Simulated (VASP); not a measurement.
# Br (I4/mmm) in VASP: notebook, part 2 of 2

VASP 6.6.1. Earlier steps stand in the parts before.

## 5. Relaxation of cell and atoms, PBE, target pressure 5 GPa, at which the enthalpy is minimised

File INCAR:

```
PREC = Accurate ; ENCUT = 500
EDIFF = 1E-7 ; ISMEAR = -1
SIGMA = 0.05 ; LREAL = F
LASPH = T ; NELM = 120
ALGO = Normal ; ISIF = 3
LWAVE = F ; LCHARG = F
GGA = PE ; IBRION = 2
NSW = 60 ; EDIFFG = -0.01
PSTRESS = 50.0 ; GGA_COMPAT = F
NELMIN = 4
```

File KPOINTS:

```
regular mesh
0
Gamma
  13 13 13
```

File POSCAR:

```
Br
1.0
   -1.4234917050      1.4234917050      3.5775173700
    1.4234917050     -1.4234917050      3.5775173700
    1.4234917050      1.4234917050     -3.5775173700
Br
1
Direct
    0.0000000000      0.0000000000      0.0000000000
```

Potentials or basis: VASP PAW PBE potentials, release 64 (Br).

Launch:

```console
$ cat potpaw_PBE.64/Br/POTCAR > POTCAR
$ mpirun -np 1 vasp_std > vasp.out
```

OUTCAR:

```text
PREC = Accurate
   ENCUT = 500
   EDIFF = 1E-7
   ISMEAR = -1
   LREAL = F
   LASPH = T
   NELM = 120
   ISIF = 3
   GGA = PE
   IBRION = 2
   NSW = 60
   EDIFFG = -0.01
   PSTRESS = 50.0
   NELMIN = 4

 ion  position               nearest neighbor table
   1  0.000  0.000  0.000-

  LATTYP: Found a body centered tetragonal cell.
 ALAT       =     2.8469834100
 C/A-ratio  =     2.5131986069

  Lattice vectors:

 A1 = (  -1.4234917050,   1.4234917050,   3.5775173700)
 A2 = (   1.4234917050,  -1.4234917050,   3.5775173700)
 A3 = (   1.4234917050,   1.4234917050,  -3.5775173700)

Analysis of symmetry for initial positions (statically):
=====================================================================
 Subroutine PRICEL returns:
 Original cell was already a primitive cell.

 Routine SETGRP: Setting up the symmetry group for a
 body centered tetragonal supercell.

 Subroutine GETGRP returns: Found 16 space group operations
 (whereof 16 operations were pure point group operations)
 out of a pool of 16 trial point group operations.

The static configuration has the point symmetry D_4h.

Analysis of symmetry for dynamics (positions and initial velocities):
=====================================================================
 Subroutine PRICEL returns:
 Original cell was already a primitive cell.

 Routine SETGRP: Setting up the symmetry group for a
 body centered tetragonal supercell.

 Subroutine GETGRP returns: Found 16 space group operations
 (whereof 16 operations were pure point group operations)
 out of a pool of 16 trial point group operations.

The dynamic configuration has the point symmetry D_4h.

 Subroutine INISYM returns: Found 16 space group operations
 (whereof 16 operations are pure point group operations),
 and found     1 'primitive' translations
[... 119 lines left out ...]
   LHFCALC =     F    Hartree Fock is set to
   AEXX    =    0.0000 exact exchange contribution
   IVDW    =     0    specifies the selected vdW correction
   LEPSILON=     F    determine dielectric tensor
   LRPA    =     F    only Hartree local field effects (RPA)
 conjugate gradient relaxation of ions
 non-spin polarized calculation
  energy-cutoff  :      500.00
  volume of cell :       29.00
 maximum number of plane-waves:       769
 NGX is ok and might be reduce to    30
   NGX = 15   NGY = 15   NGZ = 15

--------------------------------------- Ionic step        1  -------------------------------------------

 number of electron       6.9999999 magnetization

 Free energy of the ion-electron system (eV)
  ---------------------------------------------------
  ext. energy  EPLUGINS =         0.00000000
  ---------------------------------------------------
  free energy    TOTEN  =        -1.44360179 eV

  energy without entropy =       -1.43887723  energy(sigma->0) =       -1.44123951

------------------------ aborting loop because EDIFF is reached ----------------------------------------

  FORCE on cell =-STRESS in cart. coord.  units (eV):
  Direction    XX          YY          ZZ          XY          YZ          ZX
  --------------------------------------------------------------------------------------
  -------------------------------------------------------------------------------------
  Total        0.2291010      0.2291010      0.3030759      0.0000000     -0.0000000      0.0000000
  in kB       12.6586068     12.6586068     16.7459708      0.0000000     -0.0000000      0.0000000
  external PRESSURE =     -35.9789385 kB  Pullay stress =      50.0000000 kB
[... 283 lines left out ...]
--------------------------------------- Ionic step        9  -------------------------------------------

 number of electron       7.0000001 magnetization

 Free energy of the ion-electron system (eV)
  ---------------------------------------------------
  ext. energy  EPLUGINS =         0.00000000
  ---------------------------------------------------
  free energy    TOTEN  =        -1.37627621 eV

  energy without entropy =       -1.37119937  energy(sigma->0) =       -1.37373779

 E-fermi :   2.6960     XC(G=0):  -9.3145

 val. band max:        2.6581835532   @ k =  -0.2308   0.3077   0.0769
 cond. band min:       2.7206372863   @ k =  -0.3077   0.3846   0.1538
 fundamental gap:      0.0624537331
 Fermi energy:         2.6960135517

 k-point     1 :       0.0000    0.0000    0.0000
  band No.  band energies     occupation
      1     -14.1185      2.00000
      2       0.7153      2.00000
      3       3.7783      0.00000
      4       3.7783      0.00000
      5       8.6181      0.00000
      6      12.5495      0.00000
      7      13.4186      0.00000
[... 221 lines left out ...]
 k-point    24 :       0.4615    0.1538    0.0000
  band No.  band energies     occupation
      1     -11.8925      2.00000
      2      -3.3119      2.00000
      3       0.7189      2.00000
      4       2.7371      0.61044
      5       9.5001      0.00000
      6      13.4259      0.00000
      7      16.5671      0.00000

 [... further k-points ...]

------------------------ aborting loop because EDIFF is reached ----------------------------------------

  FORCE on cell =-STRESS in cart. coord.  units (eV):
  Direction    XX          YY          ZZ          XY          YZ          ZX
  --------------------------------------------------------------------------------------
  -------------------------------------------------------------------------------------
  Total        0.7951694      0.7951694      0.7909565      0.0000000      0.0000000      0.0000000
  in kB       50.0877969     50.0877969     49.8224292      0.0000000      0.0000000      0.0000000
  external PRESSURE =      -0.0006590 kB  Pullay stress =      50.0000000 kB
[... 20 lines left out ...]
  energy  without entropy=       -1.3711993714  energy(sigma->0) =       -1.37373779

  enthalpy is  TOTEN    =        -0.5825006554 eV   P V=        0.7937755541

 reached required accuracy - stopping structural energy minimisation
```

It took 2.2 min on 1 thread of AMD EPYC 9R45 (Zen 5), shared host; peak memory 0.18 GiB.

What came out:

| Property | Result |
| --- | --- |
| Free energy | -1.3763 eV |
| Relaxed volume | 25.44 Å³/atom |
| Relaxed cell | a = 3.805 Å, b = 3.805 Å, c = 3.805 Å, α = 136.86°, β = 136.86°, γ = 62.66° |
| Space group after relaxing (to 0.05 Å) | I4/mmm (No. 139) |
| Energy change on relaxing (the enthalpy is what falls) | +67.3 meV/atom |
| Ionic steps | 9 |
| Pressure after relaxing | 5.0 GPa |

The path:
```
step  energy change (eV)  largest force (eV/Å)  pressure (GPa)  volume (Å³)
   1              0.0000                0.0000            1.40        29.00
   2              0.0610                0.0000            6.30        26.35
   3              0.0389                0.0000            4.91        26.97
   4              0.0466                0.0000            4.95        26.37
   5              0.0630                0.0000            5.14        25.59
   6              0.0717                0.0000            5.26        25.30
   7              0.0704                0.0000            5.24        25.34
   8              0.0640                0.0000            4.73        25.55
   9              0.0673                0.0000            5.00        25.44
```

Final structure:
```
CELL_PARAMETERS angstrom
-1.39880 1.39880 3.24989
1.39880 -1.39880 3.24989
1.39880 1.39880 -3.24989
ATOMIC_POSITIONS crystal
Br 0.00000 0.00000 0.00000
```

Levels at points of the mesh, in eV from the Fermi level:
| k point | band 1 | band 2 | band 3 | band 4 | band 5 | band 6 |
| --- | --- | --- | --- | --- | --- | --- |
| (0.00, 0.00, 0.00) | -16.81 | -1.98 | 1.08 | 1.08 | 5.92 | 9.85 |

Caveat: the cell is relaxed towards a set pressure, so the enthalpy falls and the energy may rise; an odd number of electrons without spin polarisation forces a metal; a magnetic or distorted state may lie lower.

## 6. Overview

| task | cell | cutoff (eV) | smearing | gap on the mesh (eV) | pressure (GPa) |
| --- | --- | --- | --- | --- | --- |
| single point | a = 4.105 Å, angles 139.4, 139.4, 58.7°, 1 atom | 520 | fermi-dirac 0.01 eV | none | 1.4 |
| single point | a = 4.021 Å, angles 139.4, 139.4, 58.7°, 1 atom | 520 | fermi-dirac 0.05 eV | none | 4.2 |
| single point | a = 4.105 Å, angles 139.4, 139.4, 58.7°, 1 atom | 520 | fermi-dirac 0.05 eV | none | 1.4 |
| relaxation of cell and atoms | relaxed to 5 GPa from a = 4.105 Å, angles 139.4, 139.4, 58.7°, 1 atom | 500 | fermi-dirac 0.05 eV | none | 5.0 |

Alike in all rows: level PBE; potentials or basis VASP PAW PBE potentials, release 64 (Br); no spin polarisation; k mesh 13 × 13 × 13.

Caveats: an odd number of electrons without spin polarisation forces a metal; a magnetic or distorted state may lie lower; the cell is relaxed towards a set pressure, so the enthalpy falls and the energy may rise (some runs).

Absolute energies hang on the potentials; compare differences alone.
